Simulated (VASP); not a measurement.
Set up this calculation in VASP 6.6.1, as the native input.

| Property | Result |
| --- | --- |
| Task | single point |
| Functional | PBEsol |
| Potentials or basis | VASP PAW PBE potentials, release 64 (C_h) |
| Cutoff | 1000 eV |
| k mesh | 6 × 6 × 6 |
| Occupations | gaussian, width 0.05 eV |
| Spin | no spin polarisation |
| Dipole correction | no |
| Further INCAR settings | LREAL = Auto; ALGO = Normal; EDIFF = 1e-06; NBANDS = 43 |

The structure of C (a cell with a defect) lies in POSCAR:

```
C
1.0
    0.0000000000      3.5537981836     -3.5537981836
   -3.5537981836      0.0000000000     -3.5537981836
   -3.5537981836      3.5537981836      0.0000000000
C
15
Direct
    0.2500000000      0.7500000000      0.2500000000
    0.7500000000      0.2500000000      0.2500000000
    0.2500000000      0.2500000000      0.2500000000
    0.7500000000      0.7500000000      0.7500000000
    0.2500000000      0.7500000000      0.7500000000
    0.7500000000      0.2500000000      0.7500000000
    0.2500000000      0.2500000000      0.7500000000
    0.8750000000      0.3750000000      0.3750000000
    0.3750000000      0.3750000000      0.3750000000
    0.8482284069      0.8482284069      0.2879181863
    0.3750000000      0.8750000000      0.3750000000
    0.8750000000      0.3750000000      0.8750000000
    0.3750000000      0.3750000000      0.8750000000
    0.8750000000      0.8750000000      0.8750000000
    0.3750000000      0.8750000000      0.8750000000
```

This cell differs from its parent crystal: atoms taken out, atom 10 moved 0.375 of the way to it and -0.175 Å across, host rigid.

One way to write it, as run:

INCAR

```
SYSTEM = C
  ALGO = Normal
  EDIFF = 1E-6
  ENCUT = 1000
  GGA = PS
  GGA_COMPAT = .False.
  ISIF = 2
  ISMEAR = 0
  LASPH = .True.
  LCHARG = .False.
  LREAL = Auto
  LWAVE = .False.
  NBANDS = 43
  NELM = 120
  PREC = Accurate
  SIGMA = 0.05
```

KPOINTS

```
k-points
0
Gamma
  6 6 6
  0 0 0
```

Potentials or basis: VASP PAW PBE potentials, release 64 (C_h).

Launch:

```bash
$ cat potpaw_PBE.64/C_h/POTCAR > POTCAR
$ mpirun -np 1 vasp_std > vasp.out
```

It gave:

```
Pressure               : -11.7 GPa
Largest force          : 4.024 eV/Å
Band gap on the k mesh : zero (bands 30 and 31 overlap by 2.68 eV)
```

Caveat: the cell differs from its parent crystal (atoms taken out, atom 10 moved 0.375 of the way to it and -0.175 Å across, host rigid); the PAW data sets were made with another functional, which shifts forces and pressure a little.

It took 13 min on 1 thread of Intel(R) Xeon(R) Platinum 8488C (Sapphire Rapids), with other jobs on the host, peak memory 0.65 GiB.
